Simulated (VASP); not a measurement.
A run of VASP 6.6.1 is set up as follows.

INCAR

```
SYSTEM = NiO
PREC = Accurate
ENCUT = 520
EDIFF = 1E-7
ISMEAR = -1
SIGMA = 0.05
LREAL = .FALSE.
LASPH = .TRUE.
NELM = 150
ALGO = Normal
ISIF = 2
LWAVE = .FALSE.
LCHARG = .TRUE.
ISPIN = 2
MAGMOM = 1 0
LORBIT = 11
LMAXMIX = 4
GGA = PE
LELF = .TRUE.
LVHAR = .TRUE.
NBANDS = 19
```

KPOINTS

```
Automatic mesh
0
G
  11 11 11
  0 0 0
```

POSCAR

```
NiO
1.0
    0.0000000000      2.0719018797      2.0719018797
    2.0719018797      0.0000000000      2.0719018797
    2.0719018797      2.0719018797      0.0000000000
Ni O
1 1
Direct
    0.0000000000      0.0000000000      0.0000000000
    0.5000000000      0.5000000000      0.5000000000
```

Potentials or basis: VASP PAW PBE potentials, release 64 (Ni, O).

Command:

```console
$ cat potpaw_PBE.64/Ni/POTCAR potpaw_PBE.64/O/POTCAR > POTCAR
$ mpirun -np 1 vasp_std > vasp.out
```

**Question.** Predict the pressure.

**Answer.** 8.9 GPa.

**Question.** Predict the site moments.

**Answer.** Ni +1.32; O +0.23 μB.

**Question.** Estimate the net moment.

**Answer.** 1.59 μB per cell.

Caveat: a cell with one magnetic atom can't hold antiferromagnetic order, which such compounds often take.
